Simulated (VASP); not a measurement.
# Cu (I4/mmm) in VASP: settings compared

Aim: see how the results for Cu move with the level of theory and the settings. Levels: PBE, RPBE. Tasks: single point.

All numbers are computed with VASP 6.6.1; they aren't measurements. Logs are shortened: lines on timing, memory, paths and dates and some standing lists are left out, and cuts for length are marked.

## Step 1: The cell of the first run

The structure is tetragonal, space group I4/mmm (No. 139). The conventional cell has a = 2.886 Å, b = 2.886 Å, c = 2.752 Å, α = 90.00°, β = 90.00°, γ = 90.00°. Cu (site symmetry 4/mmm) has 14 Cu at 2.46 to 2.89 Å within 3.2 Å.

## Step 2: Single point, PBE

Input file INCAR:

```
PREC = Accurate
ENCUT = 820
EDIFF = 1E-6
ISMEAR = 0
SIGMA = 0.014
LREAL = F
LASPH = T
NELM = 120
ALGO = Normal
ISIF = 2
LWAVE = F
LCHARG = T
GGA = PE
LELF = T
LVHAR = T
NBANDS = 16
GGA_COMPAT = F
```

Input file KPOINTS:

```
Automatic mesh
0
Gamma
  13 13 13
```

Input file POSCAR:

```
Cu
1.0
   -1.4427933200      1.4427933200      1.3760814500
    1.4427933200     -1.4427933200      1.3760814500
    1.4427933200      1.4427933200     -1.3760814500
Cu
1
Direct
    0.0000000000      0.0000000000      0.0000000000
```

Potentials or basis: VASP PAW PBE potentials, release 64 (Cu_sv_GW).

Command:

```sh
cat potpaw_PBE.64/Cu_sv_GW/POTCAR > POTCAR
mpirun -np 1 vasp_std > vasp.out
```

OUTCAR:

```text
PREC = Accurate
   ENCUT = 820
   EDIFF = 1E-6
   ISMEAR = 0
   LREAL = F
   LASPH = T
   NELM = 120
   ISIF = 2
   GGA = PE

 ion  position               nearest neighbor table
   1  0.000  0.000  0.000-

  LATTYP: Found a body centered tetragonal cell.
 ALAT       =     2.8855866400
 C/A-ratio  =     0.9537620052

  Lattice vectors:

 A1 = (  -1.4427933200,   1.4427933200,   1.3760814500)
 A2 = (   1.4427933200,  -1.4427933200,   1.3760814500)
 A3 = (   1.4427933200,   1.4427933200,  -1.3760814500)

Analysis of symmetry for initial positions (statically):
=====================================================================
 Subroutine PRICEL returns:
 Original cell was already a primitive cell.

 Routine SETGRP: Setting up the symmetry group for a
 body centered tetragonal supercell.

 Subroutine GETGRP returns: Found 16 space group operations
 (whereof 16 operations were pure point group operations)
 out of a pool of 16 trial point group operations.

The static configuration has the point symmetry D_4h.

Analysis of symmetry for dynamics (positions and initial velocities):
=====================================================================
 Subroutine PRICEL returns:
 Original cell was already a primitive cell.

 Routine SETGRP: Setting up the symmetry group for a
 body centered tetragonal supercell.

 Subroutine GETGRP returns: Found 16 space group operations
 (whereof 16 operations were pure point group operations)
 out of a pool of 16 trial point group operations.

The dynamic configuration has the point symmetry D_4h.

 Subroutine INISYM returns: Found 16 space group operations
 (whereof 16 operations are pure point group operations),
 and found     1 'primitive' translations

----------------------------------------------------------------------------------------

                                     Primitive cell

  volume of cell :      11.4581

  direct lattice vectors                    reciprocal lattice vectors
    -1.442793320  1.442793320  1.376081450     0.000000000  0.346549983  0.363350585
     1.442793320 -1.442793320  1.376081450     0.346549983  0.000000000  0.363350585
     1.442793320  1.442793320 -1.376081450     0.346549983  0.346549983  0.000000000

  length of vectors
     2.461078074  2.461078074  2.461078074     0.502116060  0.502116060  0.490095685

  position of ions in fractional coordinates (direct lattice)
     0.000000000  0.000000000  0.000000000

  ion indices of the primitive-cell ions
   primitive index   ion index
                 1           1

----------------------------------------------------------------------------------------

 KPOINTS: Automatic mesh

Automatic generation of k-mesh.
 Grid dimensions read from file:
 generate k-points for:   13   13   13

 Generating k-lattice:

  Cartesian coordinates                     Fractional coordinates (reciprocal lattice)
     0.000000000  0.026657691  0.027950045     0.076923077 -0.000000000  0.000000000
     0.026657691  0.000000000  0.027950045    -0.000000000  0.076923077  0.000000000
     0.026657691  0.026657691  0.000000000     0.000000000  0.000000000  0.076923077

  Length of vectors
     0.038624312  0.038624312  0.037699668

  Shift w.r.t. Gamma in fractional coordinates (k-lattice)
     0.000000000  0.000000000  0.000000000

 Subroutine IBZKPT returns following result:
 ===========================================

 Found    196 irreducible k-points:

 Following reciprocal coordinates:
            Coordinates               Weight
  0.000000  0.000000  0.000000      1.000000
  0.076923  0.000000  0.000000      8.000000
  0.153846  0.000000  0.000000      8.000000
  0.230769 -0.000000  0.000000      8.000000
  0.307692  0.000000  0.000000      8.000000
  0.384615 -0.000000  0.000000      8.000000
[... 16 lines left out ...]
  0.384615  0.153846  0.000000     16.000000
  0.461538  0.153846  0.000000     16.000000
 [... further k-points ...]
   k-points           NKPTS =    196   k-points in BZ     NKDIM =    196   number of bands    NBANDS=     16
   number of dos      NEDOS =    301   number of ions     NIONS =      1
   total plane-waves  NPLWV =  13824
   dimension x,y,z NGX =    24 NGY =   24 NGZ =   24
   dimension x,y,z NGXF=    48 NGYF=   48 NGZF=   48
   ions per type =               1
   NGX,Y,Z   is equivalent  to a cutoff of  16.21, 16.21, 16.21 a.u.
   NGXF,Y,Z  is equivalent  to a cutoff of  32.42, 32.42, 32.42 a.u.
 SYSTEM =  unknown system
   PREC   = accura    normal or accurate (medium, high low for compatibility)
   ISTART =      0    job   : 0-new  1-cont  2-samecut
   ICHARG =      2    charge: 1-file 2-atom 10-const
   ISPIN  =      1    spin polarized calculation?
   LNONCOLLINEAR =      F non collinear calculations
   LSORBIT =      F    spin-orbit coupling
   LASPH  =      T    aspherical Exc in radial PAW
   ENCUT  =  820.0 eV  60.27 Ry    7.76 a.u.   5.75  5.75  5.75*2*pi/ulx,y,z
   NELM   =    120;   NELMIN=  2; NELMDL= -5     # of ELM steps
   EDIFF  = 0.1E-05   stopping-criterion for ELM
   LREAL  =      F    real-space projection
[... 7 lines left out ...]
   TEBEG  =    0.0;   TEEND  =   0.0 temperature during run
   PSTRESS=    0.0 pullay stress
   NELECT =      19.0000    total number of electrons
   NUPDOWN=      -1.0000    fix difference up-down
   EMIN   =  10.00;   EMAX   =-10.00  energy-range for DOS
   EFERMI =   0.00;   METHOD = LEGACY
   ISMEAR =     0;   SIGMA  =   0.01  broadening in eV -4-tet -1-fermi 0-gaus
   EFERMI_NEDOS =   21; number of points for ismear=-14 and -15
   IALGO  =     38    algorithm
   IMIX   =      4    mixing-type and parameters
     AMIX     =   0.40;   BMIX     =  1.00
     AMIX_MAG =   1.60;   BMIX_MAG =  1.00
  volume/ion in A,a.u.               =      11.46        77.32
  Fermi-wavevector in a.u.,A,eV,Ry     =   1.937709  3.661739 51.086019  3.754716
  Thomas-Fermi vector in A             =   2.968234
   LORBIT       =      0    0 simple, 1 ext, 2 COOP (PROOUT), +10 PAW based schemes
   GGA     = PE    functional components
   LHFCALC =     F    Hartree Fock is set to
   AEXX    =    0.0000 exact exchange contribution
   IVDW    =     0    specifies the selected vdW correction
   LEPSILON=     F    determine dielectric tensor
   LRPA    =     F    only Hartree local field effects (RPA)
 non-spin polarized calculation
 Gauss-broadening in eV      SIGMA  =   0.01
  energy-cutoff  :      820.00
  volume of cell :       11.46
 maximum number of plane-waves:       625
   NGX = 11   NGY = 11   NGZ = 11

 number of electron      19.0000004 magnetization

 Free energy of the ion-electron system (eV)
  ---------------------------------------------------
  ext. energy  EPLUGINS =         0.00000000
  ---------------------------------------------------
  free energy    TOTEN  =        -3.75258315 eV

  energy without entropy =       -3.75253400  energy(sigma->0) =       -3.75255858

 E-fermi :   7.9055     XC(G=0): -13.5548

 val. band max:        7.8998005317   @ k =  -0.3077   0.4615   0.0769
 cond. band min:       7.9380593365   @ k =  -0.2308   0.4615   0.0769
 fundamental gap:      0.0382588047
 Fermi energy:         7.9055333094

 k-point     1 :       0.0000    0.0000    0.0000
  band No.  band energies     occupation
      1    -104.6937      2.00000
      2     -61.9990      2.00000
      3     -61.9973      2.00000
      4     -61.9973      2.00000
      5      -1.6733      2.00000
      6       4.6700      2.00000
[... 8 lines left out ...]
     15      36.8543      0.00000
     16      36.8547      0.00000

 k-point     2 :       0.0769    0.0000    0.0000
  band No.  band energies     occupation
      1    -104.6926      2.00000
      2     -62.0052      2.00000
      3     -61.9999      2.00000
      4     -61.9981      2.00000
      5      -1.4364      2.00000
      6       4.6753      2.00000
[... 8 lines left out ...]
     15      35.2525      0.00000
     16      36.0088      0.00000

 k-point     3 :       0.1538    0.0000    0.0000
  band No.  band energies     occupation
      1    -104.6897      2.00000
      2     -62.0249      2.00000
      3     -62.0072      2.00000
      4     -61.9982      2.00000
      5      -0.7428      2.00000
      6       4.5793      2.00000
[... 8 lines left out ...]
     15      34.0003      0.00000
     16      36.4750      0.00000

 k-point     4 :       0.2308   -0.0000    0.0000
  band No.  band energies     occupation
      1    -104.6857      2.00000
      2     -62.0529      2.00000
      3     -62.0177      2.00000
      4     -61.9984      2.00000
      5       0.3382      2.00000
      6       4.4046      2.00000
[... 8 lines left out ...]
     15      33.1630      0.00000
     16      37.7562      0.00000

 k-point     5 :       0.3077    0.0000    0.0000
  band No.  band energies     occupation
      1    -104.6812      2.00000
      2     -62.0821      2.00000
      3     -62.0285      2.00000
      4     -61.9985      2.00000
      5       1.5918      2.00000
      6       4.2165      2.00000
[... 8 lines left out ...]
     15      32.6766      0.00000
     16      39.4825      0.00000

 k-point     6 :       0.3846   -0.0000    0.0000
  band No.  band energies     occupation
      1    -104.6776      2.00000
      2     -62.1065      2.00000
      3     -62.0376      2.00000
      4     -61.9988      2.00000
      5       2.4761      2.00000
      6       4.0624      2.00000
[... 8 lines left out ...]
     15      32.4405      0.00000
     16      41.2297      0.00000

 k-point     7 :       0.4615    0.0000    0.0000
  band No.  band energies     occupation
      1    -104.6757      2.00000
      2     -62.1203      2.00000
      3     -62.0430      2.00000
      4     -61.9990      2.00000
      5       2.7455      2.00000
      6       3.9763      2.00000
[... 8 lines left out ...]
     15      32.3546      0.00000
     16      42.1805      0.00000

 k-point     8 :       0.0769    0.0769    0.0000
  band No.  band energies     occupation
      1    -104.6906      2.00000
      2     -62.0193      2.00000
      3     -62.0023      2.00000
      4     -62.0004      2.00000
      5      -0.9597      2.00000
      6       4.6415      2.00000
[... 8 lines left out ...]
     15      35.2676      0.00000
     16      35.3296      0.00000

 k-point     9 :       0.1538    0.0769    0.0000
  band No.  band energies     occupation
      1    -104.6871      2.00000
      2     -62.0428      2.00000
      3     -62.0110      2.00000
      4     -62.0013      2.00000
      5      -0.0575      2.00000
      6       4.5035      2.00000
[... 8 lines left out ...]
     15      34.8416      0.00000
     16      35.8515      0.00000
[... 172 lines left out ...]
 k-point    19 :      -0.0769    0.0769    0.0000
  band No.  band energies     occupation
      1    -104.6927      2.00000
      2     -62.0045      2.00000
      3     -62.0013      2.00000
      4     -61.9970      2.00000
      5      -1.4477      2.00000
      6       4.6732      2.00000
[... 8 lines left out ...]
     15      35.3295      0.00000
     16      35.5441      0.00000

 k-point    20 :       0.1538    0.1538    0.0000
  band No.  band energies     occupation
      1    -104.6834      2.00000
      2     -62.0654      2.00000
      3     -62.0178      2.00000
      4     -62.0062      2.00000
      5       0.9860      2.00000
      6       4.4160      2.00000
[... 8 lines left out ...]
     15      35.0944      0.00000
     16      37.3429      0.00000

 k-point    21 :       0.2308    0.1538    0.0000
  band No.  band energies     occupation
      1    -104.6796      2.00000
      2     -62.0872      2.00000
      3     -62.0301      2.00000
      4     -62.0080      2.00000
      5       2.1592      2.00000
      6       4.2604      2.00000
[... 8 lines left out ...]
     15      35.6367      0.00000
     16      38.0051      0.00000

 k-point    22 :       0.3077    0.1538   -0.0000
  band No.  band energies     occupation
      1    -104.6764      2.00000
      2     -62.1038      2.00000
      3     -62.0422      2.00000
      4     -62.0084      2.00000
      5       2.9268      2.00000
      6       4.1049      2.00000
[... 8 lines left out ...]
     15      36.5616      0.00000
     16      38.1484      0.00000

 k-point    23 :       0.3846    0.1538    0.0000
  band No.  band energies     occupation
      1    -104.6747      2.00000
      2     -62.1122      2.00000
      3     -62.0499      2.00000
      4     -62.0082      2.00000
      5       3.1193      2.00000
      6       4.0339      2.00000
[... 8 lines left out ...]
     15      37.1553      0.00000
     16      38.9293      0.00000

 k-point    24 :       0.4615    0.1538    0.0000
  band No.  band energies     occupation
      1    -104.6748      2.00000
      2     -62.1115      2.00000
      3     -62.0502      2.00000
      4     -62.0076      2.00000
      5       3.1151      2.00000
      6       4.0399      2.00000
[... 8 lines left out ...]
     15      37.4241      0.00000
     16      39.8468      0.00000

 [... further k-points ...]

------------------------ aborting loop because EDIFF is reached ----------------------------------------

  FORCE on cell =-STRESS in cart. coord.  units (eV):
  Direction    XX          YY          ZZ          XY          YZ          ZX
  --------------------------------------------------------------------------------------
  -------------------------------------------------------------------------------------
  Total        0.4152191      0.4152191      0.4368414      0.0000000      0.0000000      0.0000000
  in kB       58.0598054     58.0598054     61.0832235      0.0000000      0.0000000      0.0000000
  external PRESSURE =      59.0676115 kB  Pullay stress =       0.0000000 kB

 VOLUME and BASIS-vectors are now :
 -----------------------------------------------------------------------------
  energy-cutoff  :      820.00
  volume of cell :       11.46
      direct lattice vectors                 reciprocal lattice vectors
    -1.442793320  1.442793320  1.376081450     0.000000000  0.346549983  0.363350585
     1.442793320 -1.442793320  1.376081450     0.346549983  0.000000000  0.363350585
     1.442793320  1.442793320 -1.376081450     0.346549983  0.346549983  0.000000000

 POSITION                                       TOTAL-FORCE (eV/Angst)
 -----------------------------------------------------------------------------------
      0.00000      0.00000      0.00000         0.000000      0.000000      0.000000
 -----------------------------------------------------------------------------------
    total drift:                                0.000000      0.000000      0.000000

  FREE ENERGIE OF THE ION-ELECTRON SYSTEM (eV)
  ---------------------------------------------------
  free  energy   TOTEN  =        -3.7525831488 eV

  energy  without entropy=       -3.7525340036  energy(sigma->0) =       -3.75255858
```

It took 34 s on 1 thread of AMD EPYC 9R45 (Zen 5), shared host; peak memory 0.18 GiB.

What came out:

```
Free energy            : -3.7526 eV
Pressure               : 5.9 GPa
Band gap on the k mesh : zero (an odd number of electrons rules out a gap without spin polarisation)
```

Stress tensor (GPa, compression positive):
```
5.81 0.00 0.00
0.00 5.81 0.00
0.00 0.00 6.11
```

Levels at points of the mesh, in eV from the Fermi level:
| k point | band 6 | band 7 | band 8 | band 9 | band 10 | band 11 | band 12 | band 13 | band 14 | band 15 |
| --- | --- | --- | --- | --- | --- | --- | --- | --- | --- | --- |
| (0.00, 0.00, 0.00) | -3.24 | -3.04 | -3.04 | -2.15 | -1.95 | 24.94 | 24.94 | 26.19 | 28.94 | 28.95 |

Caveat: the cell stands under pressure.

(Part 1 of 2 ends here.)

The gap in the log of VASP goes by the Fermi energy; the results here count the filled bands.